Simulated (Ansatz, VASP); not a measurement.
## One calculation of Al, two programs

POSCAR

```
Al
1.0
   -2.8221979689      0.0000000000      0.0000000000
   -1.4110989845     -2.4440951356      0.0000000000
    0.0000000000      0.0000000000     21.5241186883
Al
8
Direct
    1.0000000000      1.0000000000      0.6992549452
    1.0000000000      1.0000000000      0.2689442097
    0.3333333333      0.3333333333      0.8068326291
    0.3333333333      0.3333333333      0.3765218936
    1.0000000000      1.0000000000      0.0537888419
    1.0000000000      1.0000000000      0.4840995775
    0.6666666667      0.6666666667      0.1613665258
    0.6666666667      0.6666666667      0.5916772613
```

File INCAR.step1:

```
ALGO = Normal ; EDIFF = 1E-4
ENCUT = 520 ; GGA = PE
ISMEAR = 0 ; LASPH = True
LCHARG = False ; LREAL = False
LWAVE = True ; NBANDS = 22
NELM = 100 ; PREC = Accurate
SIGMA = 0.15
```

INCAR.step2

```
ALGO = Normal ; EDIFF = 1E-7
ENCUT = 520 ; ISIF = 2
ISMEAR = 0 ; ISTART = 1
LASPH = True ; LCHARG = False
LMIXTAU = True ; LREAL = False
LWAVE = False ; METAGGA = R2SCAN
NBANDS = 22 ; NELM = 100
PREC = Accurate ; SIGMA = 0.15
```

KPOINTS

```
k-points
0
Gamma
  19 19 3
```

Input for Ansatz:

```yaml
crystal:
  lattice:
    - [-2.8221979689, 0.0, 0.0]
    - [-1.4110989845, -2.4440951356, 0.0]
    - [0.0, 0.0, 21.5241186883]
  atoms:
    - { symbol: Al, position: [1.0, 1.0, 0.6992549452] }
    - { symbol: Al, position: [1.0, 1.0, 0.2689442097] }
    - { symbol: Al, position: [0.3333333333, 0.3333333333, 0.8068326291] }
    - { symbol: Al, position: [0.3333333333, 0.3333333333, 0.3765218936] }
    - { symbol: Al, position: [1.0, 1.0, 0.0537888419] }
    - { symbol: Al, position: [1.0, 1.0, 0.4840995775] }
    - { symbol: Al, position: [0.6666666667, 0.6666666667, 0.1613665258] }
    - { symbol: Al, position: [0.6666666667, 0.6666666667, 0.5916772613] }
basis:
  ecutwfc: 500
kpoints:
  mp_grid: { grid: [19, 19, 3] }
hamiltonian:
  xc: r2scan
scf:
  occupations: { method: gaussian, width: 0.15 }
output:
  forces: true
  stress: true
  eigenvalues: true
```

Alike in both runs: task single point; functional r2SCAN; k mesh 19 × 19 × 3; occupations gaussian, width 0.15 eV; no spin polarisation.

|  | VASP | Ansatz |
| --- | --- | --- |
| version | VASP 6.6.1 | Ansatz 0.2.0 |
| potentials or method | VASP PAW PBE potentials, release 64 (Al), cutoff 520 eV | scalar-relativistic, plane waves, PAW |
| valence electrons in the cell | 24 | 24 |

```tsv
	VASP	Ansatz	Ansatz less VASP
gap on the k mesh at the Fermi level (eV)	none	none	-
pressure (GPa)	-1.1	-0.9	+0.26
traceless stress, the component that is largest in VASP (GPa)	1.35	1.32	-0.023
rms of the force components (eV/Å)	0.036	0.038	+0.0028
```

VASP's potentials were made for PBE, not for r2SCAN. Atom by atom the forces differ by 0.004 eV/Å (rms over components). A gap of «none» marks a metal or a gap that the smearing closes. With one functional, cell and mesh, what is left measures potentials, basis and numerics.
